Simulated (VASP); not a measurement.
# GaSb2 (Amm2) in VASP: notebook

The runs below take GaSb2 through single point, relaxation of cell and atoms, with PBE.

Everything below comes from runs of VASP 6.6.1. Logs are shortened: lines on timing, memory, paths and dates and some standing lists are left out, and cuts for length are marked.

## (1) The cell of the first run

Symmetry: Amm2, No. 38, orthorhombic system. Conventional cell: a = 8.271 Å, b = 3.486 Å, c = 5.385 Å, α = 90.00°, β = 90.00°, γ = 90.00°. Within 4.1 Å of Ga (site symmetry mm2) lie 8 Sb at 3.14 to 4.07 Å and 6 Ga at 3.21 to 3.49 Å. Within 4.1 Å of Sb (site symmetry m) lie 7 Sb at 3.13 to 3.49 Å and 4 Ga at 3.14 to 4.07 Å.

## (2) Single point, PBE

File INCAR:

```
SYSTEM = GaSb2
ALGO = Normal
EDIFF = 1E-7
ENCUT = 520
GGA = PE
ISIF = 2
ISMEAR = 0
LASPH = .TRUE.
LCHARG = .FALSE.
LREAL = .FALSE.
LWAVE = .FALSE.
NBANDS = 18
NELM = 80
PREC = Accurate
SIGMA = 0.1
```

File KPOINTS:

```
k-points
0
G
  2 6 6
  0 0 0
```

File POSCAR:

```
GaSb2
1.0
    8.2705738990      0.0000000000      0.0000000000
    0.0000000000      1.7427920638      2.6923775334
    0.0000000000     -1.7427920638      2.6923775334
Ga Sb
1 2
Direct
    0.0000000000      0.7249411736      0.7249411736
    0.3107557328      0.1394190400      0.1394190400
    0.6892442672      0.1394190400      0.1394190400
```

Potentials or basis: VASP PAW PBE potentials, release 64 (Ga_d, Sb).

Run with:

```
cat potpaw_PBE.64/Ga_d/POTCAR potpaw_PBE.64/Sb/POTCAR > POTCAR
mpirun -np 1 vasp_std > vasp.out
```

OUTCAR:

```text
SYSTEM = GaSb2
   EDIFF = 1E-7
   ENCUT = 520
   GGA = PE
   ISIF = 2
   ISMEAR = 0
   LASPH = .TRUE.
   LREAL = .FALSE.
   NELM = 80
   PREC = Accurate

 ion  position               nearest neighbor table
   1  0.000  0.725  0.725-   2 3.14   3 3.14   2 3.14   3 3.14
   2  0.311  0.139  0.139-   3 3.13   1 3.14   1 3.14
   3  0.689  0.139  0.139-   2 3.13   1 3.14   1 3.14

  LATTYP: Found a base centered orthorhombic cell.
 ALAT       =     3.4855841276
 B/A-ratio  =     1.5448644674
 C/A-ratio  =     2.3727942279

  Lattice vectors:

 A1 = (   0.0000000000,   1.7427920638,  -2.6923775334)
 A2 = (   0.0000000000,   1.7427920638,   2.6923775334)
 A3 = (   8.2705738990,   0.0000000000,   0.0000000000)

Analysis of symmetry for initial positions (statically):
=====================================================================
 Subroutine PRICEL returns:
 Original cell was already a primitive cell.

 Routine SETGRP: Setting up the symmetry group for a
 base centered orthorhombic supercell.

 Subroutine GETGRP returns: Found  4 space group operations
 (whereof  4 operations were pure point group operations)
 out of a pool of  8 trial point group operations.

The static configuration has the point symmetry C_2v.

Analysis of symmetry for dynamics (positions and initial velocities):
=====================================================================
 Subroutine PRICEL returns:
 Original cell was already a primitive cell.

 Routine SETGRP: Setting up the symmetry group for a
 base centered orthorhombic supercell.

 Subroutine GETGRP returns: Found  4 space group operations
 (whereof  4 operations were pure point group operations)
 out of a pool of  8 trial point group operations.

The dynamic configuration has the point symmetry C_2v.

 Subroutine INISYM returns: Found  4 space group operations
 (whereof  4 operations are pure point group operations),
 and found     1 'primitive' translations

----------------------------------------------------------------------------------------

                                     Primitive cell

  volume of cell :      77.6153

  direct lattice vectors                    reciprocal lattice vectors
     8.270573899  0.000000000  0.000000000     0.120910594  0.000000000  0.000000000
     0.000000000  1.742792064  2.692377533     0.000000000  0.286895959  0.185709468
     0.000000000 -1.742792064  2.692377533     0.000000000 -0.286895959  0.185709468

  length of vectors
     8.270573899  3.207213894  3.207213894     0.120910594  0.341756196  0.341756196

  position of ions in fractional coordinates (direct lattice)
     0.000000000  0.724941174  0.724941174
     0.310755733  0.139419040  0.139419040
     0.689244267  0.139419040  0.139419040

  ion indices of the primitive-cell ions
   primitive index   ion index
                 1           1
                 2           2
                 3           3

----------------------------------------------------------------------------------------

 KPOINTS: k-points

Automatic generation of k-mesh.
 Grid dimensions read from file:
 generate k-points for:    2    6    6

 Generating k-lattice:

  Cartesian coordinates                     Fractional coordinates (reciprocal lattice)
     0.060455297  0.000000000  0.000000000     0.500000000  0.000000000  0.000000000
     0.000000000  0.047815993  0.030951578     0.000000000  0.166666667 -0.000000000
     0.000000000 -0.047815993  0.030951578     0.000000000 -0.000000000  0.166666667

  Length of vectors
     0.060455297  0.056959366  0.056959366

  Shift w.r.t. Gamma in fractional coordinates (k-lattice)
     0.000000000  0.000000000  0.000000000

 Subroutine IBZKPT returns following result:
 ===========================================

 Found     26 irreducible k-points:

 Following reciprocal coordinates:
            Coordinates               Weight
  0.000000  0.000000  0.000000      1.000000
  0.500000  0.000000  0.000000      1.000000
  0.000000  0.166667  0.000000      4.000000
  0.500000  0.166667  0.000000      4.000000
  0.000000  0.333333 -0.000000      4.000000
  0.500000  0.333333 -0.000000      4.000000
[... 16 lines left out ...]
  0.000000 -0.333333  0.333333      2.000000
  0.500000 -0.333333  0.333333      2.000000
 [... further k-points ...]
   k-points           NKPTS =     26   k-points in BZ     NKDIM =     26   number of bands    NBANDS=     18
   number of dos      NEDOS =    301   number of ions     NIONS =      3
   total plane-waves  NPLWV =  36864
   dimension x,y,z NGX =    64 NGY =   24 NGZ =   24
   dimension x,y,z NGXF=   128 NGYF=   48 NGZF=   48
   ions per type =               1   2
   NGX,Y,Z   is equivalent  to a cutoff of  12.86, 12.44, 12.44 a.u.
   NGXF,Y,Z  is equivalent  to a cutoff of  25.73, 24.88, 24.88 a.u.
 SYSTEM =  GaSb2
   PREC   = accura    normal or accurate (medium, high low for compatibility)
   ISTART =      0    job   : 0-new  1-cont  2-samecut
   ICHARG =      2    charge: 1-file 2-atom 10-const
   ISPIN  =      1    spin polarized calculation?
   LNONCOLLINEAR =      F non collinear calculations
   LSORBIT =      F    spin-orbit coupling
   LASPH  =      T    aspherical Exc in radial PAW
   ENCUT  =  520.0 eV  38.22 Ry    6.18 a.u.  15.38  5.96  5.96*2*pi/ulx,y,z
   NELM   =     80;   NELMIN=  2; NELMDL= -5     # of ELM steps
   EDIFF  = 0.1E-06   stopping-criterion for ELM
   LREAL  =      F    real-space projection
   EDIFFG = 0.1E-05   stopping-criterion for IOM
   NSW    =      0    number of steps for IOM
   IBRION =     -1    ionic relax: 0-MD 1-quasi-New 2-CG
   NFREE  =      0    steps in history (QN), initial steepest desc. (CG)
   ISIF   =      2    stress and relaxation
   ISYM   =      2    0-nonsym 1-usesym 2-fastsym
   POTIM  = 0.5000    time-step for ionic-motion
   TEBEG  =    0.0;   TEEND  =   0.0 temperature during run
   PSTRESS=    0.0 pullay stress
   NELECT =      23.0000    total number of electrons
   NUPDOWN=      -1.0000    fix difference up-down
   EMIN   =  10.00;   EMAX   =-10.00  energy-range for DOS
   EFERMI =   0.00;   METHOD = LEGACY
   ISMEAR =     0;   SIGMA  =   0.10  broadening in eV -4-tet -1-fermi 0-gaus
   EFERMI_NEDOS =   21; number of points for ismear=-14 and -15
   IALGO  =     38    algorithm
   IMIX   =      4    mixing-type and parameters
     AMIX     =   0.40;   BMIX     =  1.00
     AMIX_MAG =   1.60;   BMIX_MAG =  1.00
  volume/ion in A,a.u.               =      25.87       174.59
  Fermi-wavevector in a.u.,A,eV,Ry     =   1.091445  2.062531 16.207960  1.191251
  Thomas-Fermi vector in A             =   2.227690
   LORBIT       =      0    0 simple, 1 ext, 2 COOP (PROOUT), +10 PAW based schemes
   GGA     = PE    functional components
   LHFCALC =     F    Hartree Fock is set to
   AEXX    =    0.0000 exact exchange contribution
   IVDW    =     0    specifies the selected vdW correction
   LEPSILON=     F    determine dielectric tensor
   LRPA    =     F    only Hartree local field effects (RPA)
 non-spin polarized calculation
 Gauss-broadening in eV      SIGMA  =   0.10
  energy-cutoff  :      520.00
  volume of cell :       77.62
 maximum number of plane-waves:      2120
 NGX is ok and might be reduce to    64
   NGX = 31   NGY = 11   NGZ = 11

 number of electron      22.9999996 magnetization

 Free energy of the ion-electron system (eV)
  ---------------------------------------------------
  ext. energy  EPLUGINS =         0.00000000
  ---------------------------------------------------
  free energy    TOTEN  =       -10.76782792 eV

  energy without entropy =      -10.75994807  energy(sigma->0) =      -10.76388799

 E-fermi :   6.8607     XC(G=0): -10.0928

 val. band max:        6.8059252026   @ k =   0.0000   0.3333  -0.0000
 cond. band min:       6.8775395118   @ k =   0.5000   0.5000   0.1667
 fundamental gap:      0.0716143092
 Fermi energy:         6.8607408542

 k-point     1 :       0.0000    0.0000    0.0000
  band No.  band energies     occupation
      1      -7.8638      2.00000
      2      -7.8625      2.00000
      3      -7.7946      2.00000
      4      -7.7759      2.00000
      5      -7.7718      2.00000
      6      -5.3415      2.00000
[... 10 lines left out ...]
     17      15.0646      0.00000
     18      15.6577      0.00000

 k-point     2 :       0.5000    0.0000    0.0000
  band No.  band energies     occupation
      1      -7.8627      2.00000
      2      -7.8625      2.00000
      3      -7.7946      2.00000
      4      -7.7759      2.00000
      5      -7.7718      2.00000
      6      -5.1443      2.00000
[... 10 lines left out ...]
     17      15.2680      0.00000
     18      15.7961      0.00000

 k-point     3 :       0.0000    0.1667    0.0000
  band No.  band energies     occupation
      1      -7.8667      2.00000
      2      -7.8361      2.00000
      3      -7.7943      2.00000
      4      -7.7856      2.00000
      5      -7.7754      2.00000
      6      -4.8699      2.00000
[... 10 lines left out ...]
     17      14.1234      0.00000
     18      15.5133      0.00000

 k-point     4 :       0.5000    0.1667    0.0000
  band No.  band energies     occupation
      1      -7.8665      2.00000
      2      -7.8356      2.00000
      3      -7.7946      2.00000
      4      -7.7855      2.00000
      5      -7.7754      2.00000
      6      -4.6707      2.00000
[... 375 lines left out ...]
      4      -7.7871      2.00000
      5      -7.7411      2.00000
      6      -1.6447      2.00000
[... 10 lines left out ...]
     17      12.1191      0.00000
     18      12.3277      0.00000

 k-point    23 :       0.0000   -0.3333    0.3333
  band No.  band energies     occupation
      1      -7.8258      2.00000
      2      -7.8187      2.00000
      3      -7.8089      2.00000
      4      -7.7808      2.00000
      5      -7.7789      2.00000
      6      -1.2972      2.00000
[... 10 lines left out ...]
     17      10.9773      0.00000
     18      13.2728      0.00000

 k-point    24 :       0.5000   -0.3333    0.3333
  band No.  band energies     occupation
      1      -7.8258      2.00000
      2      -7.8188      2.00000
      3      -7.8089      2.00000
      4      -7.7808      2.00000
      5      -7.7789      2.00000
      6      -1.2014      2.00000
[... 10 lines left out ...]
     17      11.4597      0.00000
     18      12.8477      0.00000

 [... further k-points ...]

------------------------ aborting loop because EDIFF is reached ----------------------------------------

  FORCE on cell =-STRESS in cart. coord.  units (eV):
  Direction    XX          YY          ZZ          XY          YZ          ZX
  --------------------------------------------------------------------------------------
  -------------------------------------------------------------------------------------
  Total        0.6840897     -0.0416915     -0.0171764      0.0000000      0.0000000      0.0000000
  in kB       14.1213573     -0.8606190     -0.3545653      0.0000000      0.0000000      0.0000000
  external PRESSURE =       4.3020577 kB  Pullay stress =       0.0000000 kB

 VOLUME and BASIS-vectors are now :
 -----------------------------------------------------------------------------
  energy-cutoff  :      520.00
  volume of cell :       77.62
      direct lattice vectors                 reciprocal lattice vectors
     8.270573899  0.000000000  0.000000000     0.120910594  0.000000000  0.000000000
     0.000000000  1.742792064  2.692377533     0.000000000  0.286895959  0.185709468
     0.000000000 -1.742792064  2.692377533     0.000000000 -0.286895959  0.185709468

 POSITION                                       TOTAL-FORCE (eV/Angst)
 -----------------------------------------------------------------------------------
      0.00000      0.00000      3.90363        -0.000000      0.000000      0.028969
      2.57013      0.00000      0.75074         0.195151      0.000000     -0.014485
      5.70045      0.00000      0.75074        -0.195151      0.000000     -0.014485
 -----------------------------------------------------------------------------------
    total drift:                               -0.000000      0.000000      0.000404

  FREE ENERGIE OF THE ION-ELECTRON SYSTEM (eV)
  ---------------------------------------------------
  free  energy   TOTEN  =       -10.7678279186 eV

  energy  without entropy=      -10.7599480660  energy(sigma->0) =      -10.76388799
```

Wall time 47 s (1 thread of Intel Xeon 8259CL, shared host); peak memory 0.2 GiB.

What came out:

```yaml
Free_energy: -10.7678 eV
Pressure: 0.4 GPa
Largest_force: 0.196 eV/Å
Band_gap_on_the_k_mesh: zero (an odd number of electrons rules out a gap without spin polarisation)
```

Forces in eV/Å, atoms in the order of the input:
```
Ga   0.000  0.000  0.029
Sb   0.195  0.000 -0.014
Sb  -0.195  0.000 -0.014
```

Stress tensor (GPa, compression positive):
```
 1.41  0.00  0.00
 0.00 -0.09  0.00
 0.00  0.00 -0.04
```

Levels at points of the mesh, in eV from the Fermi level:
| k point | band 8 | band 9 | band 10 | band 11 | band 12 | band 13 | band 14 | band 15 |
| --- | --- | --- | --- | --- | --- | --- | --- | --- |
| (0.00, 0.00, 0.00) | -7.93 | -2.07 | -1.90 | 3.92 | 5.07 | 5.19 | 6.19 | 7.21 |
| (0.50, 0.00, 0.00) | -6.89 | -4.96 | 2.03 | 3.85 | 4.19 | 4.62 | 5.27 | 6.05 |
| (0.00, 0.50, 0.00) | -6.04 | -4.52 | -3.72 | -2.98 | 1.56 | 1.61 | 2.52 | 2.91 |
| (0.50, 0.50, 0.00) | -5.70 | -5.32 | -2.50 | -1.81 | -1.81 | 1.44 | 2.73 | 3.25 |
| (0.00, 0.50, 0.50) | -5.27 | -4.05 | -3.77 | -1.54 | 0.19 | 1.33 | 1.35 | 1.65 |
| (0.50, 0.50, 0.50) | -4.91 | -4.67 | -2.59 | -1.45 | -0.81 | 0.48 | 0.85 | 2.88 |

Caveat: the k points lie up to 0.38 Å⁻¹ apart, too coarse for converged energies and pressures of a metal; spin-orbit coupling is left out, which moves the levels of the heavy elements.

(Part 1 of 2 ends here.)
